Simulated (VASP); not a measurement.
A run of VASP 6.6.1 is set up as follows.

The input POSCAR:

```
ZnO
1.0
    3.2351954566      0.0000000000      0.0000000000
   -1.6175977283      2.8017614516      0.0000000000
    0.0000000000      0.0000000000      5.2114259597
Zn O
2 2
Direct
    0.3333333333      0.6666666667      0.4996928418
    0.6666666667      0.3333333333     -0.0003071582
    0.6666666667      0.3333333333      0.3793171582
    0.3333333333      0.6666666667      0.8793171582
```

File INCAR.step1:

```
  PREC = Accurate
  ENCUT = 1480
  ISMEAR = 0
  SIGMA = 0.01
  LREAL = F
  LASPH = T
  NELM = 120
  NBANDS = 26
  GGA = PE
  ALGO = Normal
  EDIFF = 1E-5
  LWAVE = T
  LCHARG = F
  GGA_COMPAT = F
```

Contents of INCAR.step2:

```
  PREC = Accurate
  ENCUT = 1480
  EDIFF = 1E-6
  ISMEAR = 0
  SIGMA = 0.01
  LREAL = F
  LASPH = T
  NELM = 120
  ALGO = Normal
  ISIF = 2
  LWAVE = F
  LCHARG = F
  METAGGA = R2SCAN
  LMIXTAU = T
  NBANDS = 26
  ISTART = 1
  GGA_COMPAT = F
```

Contents of KPOINTS:

```
regular mesh
0
Gamma
  8 8 4
```

Potentials or basis: VASP PAW PBE potentials, release 64 (Zn, O_h).

Launch:

```bash
$ cat potpaw_PBE.64/Zn/POTCAR potpaw_PBE.64/O_h/POTCAR > POTCAR
$ cp INCAR.step1 INCAR
$ mpirun -np 1 vasp_std > vasp.out
$ cp INCAR.step2 INCAR
$ mpirun -np 1 vasp_std > vasp.out
```

Question: Predict the pressure.

Answer: 1.0 GPa.

Question: What does it give for the band gap on the k mesh?

Answer: 1.24 eV.

Caveat: the PAW data sets were made with another functional, which shifts forces and pressure a little.
